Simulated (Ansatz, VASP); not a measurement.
**Cl: VASP beside Ansatz**

```
Cl
1.0
    15.00000    0.00000    0.00000
     0.00000   15.50000    0.00000
     0.00000    0.00000   16.00000
Cl
2
Direct
  0.44316 0.49901 0.46716
  0.55684 0.50099 0.53284
```

Alike in both runs: functional PBE; dispersion D3(BJ); k mesh 1 × 1 × 1; occupations gaussian, width 0.005 eV; no spin polarisation.

Ansatz relaxed the structure, and its values are those at the end. VASP's run is a single point on that final structure, the one shown.

```csv
,VASP,Ansatz
version,VASP 6.6.1,Ansatz 0.2.0
potentials or method,"VASP PAW PBE potentials, release 64 (Cl), cutoff 520 eV","scalar-relativistic, plane waves, PAW"
valence electrons in the cell,14,14
```

```csv
,VASP,Ansatz,Ansatz less VASP
gap on the k mesh at the Fermi level (eV),3.00,2.95,-0.048
rms of the force components (eV/Å),0.103,0.006,-0.0977
```
